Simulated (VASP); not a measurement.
# Sn4Ge3 (R-3m) in VASP: notebook, part 2 of 2

VASP 6.6.1.

## 3. Single point, LDA

File INCAR:

```
ALGO     = Normal         # electronic algorithm
EDIFF    = 1E-6           # SCF threshold, eV
ENCUT    = 520            # plane-wave cutoff, eV
GGA      = CA             # functional
ISIF     = 2              # what is computed and relaxed
ISMEAR   = -1             # smearing method
LASPH    = T              # aspherical terms in the spheres
LCHARG   = F              # write CHGCAR
LREAL    = F              # projectors in reciprocal space
LWAVE    = F              # write WAVECAR
NBANDS   = 58             # bands
NELM     = 60             # most SCF steps
PREC     = Accurate       # precision mode
SIGMA    = 0.0189         # smearing width, eV
```

File KPOINTS:

```
k-points
0
Gamma
  5 5 5
```

File POSCAR:

```
Sn4Ge3
1.0
    0.6728290000     -3.9737950000      0.0000000000
    0.0000000000      2.0438530000     -3.4736740000
   12.0712060000      0.0000000000      0.0000000000
Ge Sn
3 4
Direct
    0.0000000000      0.0000000000      0.0000000000
    0.1428000000      0.5714000000      0.2858000000
    0.8572000000      0.4286000000      0.7142000000
    0.7142000000      0.8571000000      0.4287000000
    0.2858000000      0.1429000000      0.5713000000
    0.4286000000      0.7143000000      0.8571000000
    0.5714000000      0.2857000000      0.1429000000
```

Potentials or basis: VASP PAW LDA potentials, release 64 (Ge_d, Sn_d).

Started as:

```sh
cat potpaw_LDA.64/Ge_d/POTCAR potpaw_LDA.64/Sn_d/POTCAR > POTCAR
mpirun -np 1 vasp_std > vasp.out
```

OUTCAR:

```text
EDIFF = 1E-6
   ENCUT = 520
   GGA = CA
   ISIF = 2
   ISMEAR = -1
   LASPH = T
   LREAL = F
   NELM = 60
   PREC = Accurate

 ion  position               nearest neighbor table
   1  0.000  0.000  0.000-   6 2.88   7 2.88   7 2.88   6 2.88   7 2.88   6 2.88
   2  0.143  0.571  0.286-   4 2.88   7 2.88   4 2.88   7 2.88   4 2.88   7 2.88
   3  0.857  0.429  0.714-   5 2.88   6 2.88   5 2.88   6 2.88   5 2.88   6 2.88
   4  0.714  0.857  0.429-   5 2.88   5 2.88   5 2.88   2 2.88   2 2.88   2 2.88
   5  0.286  0.143  0.571-   4 2.88   4 2.88   4 2.88   3 2.88   3 2.88   3 2.88
   6  0.429  0.714  0.857-   1 2.88   3 2.88   1 2.88   3 2.88   1 2.88   3 2.88
   7  0.571  0.286  0.143-   1 2.88   2 2.88   1 2.88   2 2.88   1 2.88   2 2.88

  LATTYP: Found a trigonal (rhomboedric) cell.
 ALAT       =    12.0712089459
 COS(alpha) =     0.9442614283

  Lattice vectors:

 A1 = (  11.3983770000,   1.9299420000,   3.4736740000)
 A2 = (  12.0712060000,  -0.0000000000,   0.0000000000)
 A3 = (  11.3983770000,   3.9737950000,   0.0000000000)

Analysis of symmetry for initial positions (statically):
=====================================================================
 Subroutine PRICEL returns:
 Original cell was already a primitive cell.

 Routine SETGRP: Setting up the symmetry group for a
 trigonal (rhombohedral) supercell.

 Subroutine GETGRP returns: Found 12 space group operations
 (whereof 12 operations were pure point group operations)
 out of a pool of 12 trial point group operations.

The static configuration has the point symmetry D_3d.

Analysis of symmetry for dynamics (positions and initial velocities):
=====================================================================
 Subroutine PRICEL returns:
 Original cell was already a primitive cell.
[... 131 lines left out ...]
     AMIX     =   0.40;   BMIX     =  1.00
     AMIX_MAG =   1.60;   BMIX_MAG =  1.00
  volume/ion in A,a.u.               =      23.80       160.64
  Fermi-wavevector in a.u.,A,eV,Ry     =   1.371624  2.591994 25.597360  1.881353
  Thomas-Fermi vector in A             =   2.497304
   LORBIT       =      0    0 simple, 1 ext, 2 COOP (PROOUT), +10 PAW based schemes
   GGA     = CA    functional components
   LHFCALC =     F    Hartree Fock is set to
   AEXX    =    0.0000 exact exchange contribution
   IVDW    =     0    specifies the selected vdW correction
   LEPSILON=     F    determine dielectric tensor
   LRPA    =     F    only Hartree local field effects (RPA)
 non-spin polarized calculation
  energy-cutoff  :      520.00
  volume of cell :      166.63
 maximum number of plane-waves:      4525
 NGX is ok and might be reduce to    30
   NGX = 15   NGY = 15   NGZ = 45

 number of electron      97.9999990 magnetization

 Free energy of the ion-electron system (eV)
  ---------------------------------------------------
  ext. energy  EPLUGINS =         0.00000000
  ---------------------------------------------------
  free energy    TOTEN  =       -32.57369720 eV

  energy without entropy =      -32.56795337  energy(sigma->0) =      -32.57082529

 E-fermi :   7.0046     XC(G=0): -10.8039

 val. band max:        6.9886183496   @ k =  -0.2000   0.4000   0.0000
 cond. band min:       7.0246451869   @ k =  -0.2000   0.0000   0.4000
 fundamental gap:      0.0360268373
 Fermi energy:         7.0046222387

 k-point     1 :       0.0000    0.0000    0.0000
  band No.  band energies     occupation
      1     -17.5467      2.00000
      2     -17.5466      2.00000
      3     -17.5455      2.00000
      4     -17.5455      2.00000
      5     -17.5331      2.00000
      6     -17.5331      2.00000
[... 1148 lines left out ...]
     57      11.6357      0.00000
     58      11.8138      0.00000

------------------------ aborting loop because EDIFF is reached ----------------------------------------

  FORCE on cell =-STRESS in cart. coord.  units (eV):
  Direction    XX          YY          ZZ          XY          YZ          ZX
  --------------------------------------------------------------------------------------
  -------------------------------------------------------------------------------------
  Total       -2.1304897     -0.8619321     -0.8374547     -0.2211279     -0.0220308     -0.1301085
  in kB      -20.4854186     -8.2877849     -8.0524259     -2.1262239     -0.2118339     -1.2510396
  external PRESSURE =     -12.2752098 kB  Pullay stress =       0.0000000 kB

 VOLUME and BASIS-vectors are now :
 -----------------------------------------------------------------------------
  energy-cutoff  :      520.00
  volume of cell :      166.63
      direct lattice vectors                 reciprocal lattice vectors
     0.672829000 -3.973795000  0.000000000     0.000000000 -0.251648613 -0.148065930
     0.000000000  2.043853000 -3.473674000     0.000000000  0.000000000 -0.287879634
    12.071206000  0.000000000  0.000000000     0.082841764  0.014026476  0.008252949

 POSITION                                       TOTAL-FORCE (eV/Angst)
 -----------------------------------------------------------------------------------
      0.00000      0.00000      0.00000         0.000000     -0.000000      0.000000
      3.54603      0.60040     -1.98486        -0.032564     -0.005514     -0.003244
      9.19800     -2.53034     -1.48882         0.032564      0.005514      0.003244
      5.65546     -1.08630     -2.97729        -0.979674     -0.165875     -0.097599
      7.08857     -0.84364     -0.49639         0.979674      0.165875      0.097599
     10.63461     -0.24324     -2.48125         0.013255      0.002244      0.001320
      2.10943     -1.68670     -0.99243        -0.013255     -0.002244     -0.001320
 -----------------------------------------------------------------------------------
    total drift:                               -0.000000      0.000000      0.000000

  FREE ENERGIE OF THE ION-ELECTRON SYSTEM (eV)
  ---------------------------------------------------
  free  energy   TOTEN  =       -32.5736972028 eV

  energy  without entropy=      -32.5679533732  energy(sigma->0) =      -32.57082529
```

OSZICAR:

```text
N       E                     dE             d eps       ncg     rms          rms(c)
DAV:   1     0.115030662185E+04    0.11503E+04   -0.47123E+04  2478   0.370E+03
DAV:   2     0.226644909623E+03   -0.92366E+03   -0.89889E+03  2204   0.969E+02
DAV:   3    -0.102659875484E+02   -0.23691E+03   -0.23163E+03  2282   0.293E+02
DAV:   4    -0.320411619165E+02   -0.21775E+02   -0.21264E+02  2536   0.960E+01
DAV:   5    -0.327364770600E+02   -0.69532E+00   -0.69239E+00  2456   0.183E+01    0.482E+00
DAV:   6    -0.326134481622E+02    0.12303E+00   -0.44197E-01  2992   0.446E+00    0.249E+00
DAV:   7    -0.325762087228E+02    0.37239E-01   -0.13872E-01  2620   0.268E+00    0.403E-01
DAV:   8    -0.325737860164E+02    0.24227E-02   -0.17715E-02  2806   0.124E+00    0.125E-01
DAV:   9    -0.325736920534E+02    0.93963E-04   -0.33102E-03  2670   0.490E-01    0.511E-02
DAV:  10    -0.325736922187E+02   -0.16538E-06   -0.35848E-04  2846   0.159E-01    0.245E-02
DAV:  11    -0.325736967406E+02   -0.45218E-05   -0.53224E-05  3158   0.537E-02    0.968E-03
DAV:  12    -0.325736972028E+02   -0.46225E-06   -0.64878E-06  2374   0.249E-02
   1 F= -.32573697E+02 E0= -.32570825E+02  d E =-.574383E-02
```

Run time: 2.5 min. Hardware: 1 thread of AMD EPYC 7R43 (Zen 3), shared host; peak memory 0.26 GiB.

What came out:

```yaml
Free_energy: -32.5737 eV
Pressure: -1.2 GPa
Largest_force: 0.998 eV/Å
Band_gap_on_the_k_mesh: zero (bands 49 and 50 overlap by 2.02 eV)
```

Forces in eV/Å, atoms in the order of the input:
```
Ge   0.000  0.000  0.000
Ge  -0.033 -0.006 -0.003
Ge   0.033  0.006  0.003
Sn  -0.980 -0.166 -0.098
Sn   0.980  0.166  0.098
Sn   0.013  0.002  0.001
Sn  -0.013 -0.002 -0.001
```

Stress tensor (GPa, compression positive):
```
-2.05 -0.21 -0.13
-0.21 -0.83 -0.02
-0.13 -0.02 -0.81
```

Caveat: the k points lie up to 0.36 Å⁻¹ apart, too coarse for converged energies and pressures of a metal; spin-orbit coupling is left out, which moves the levels of the heavy elements.
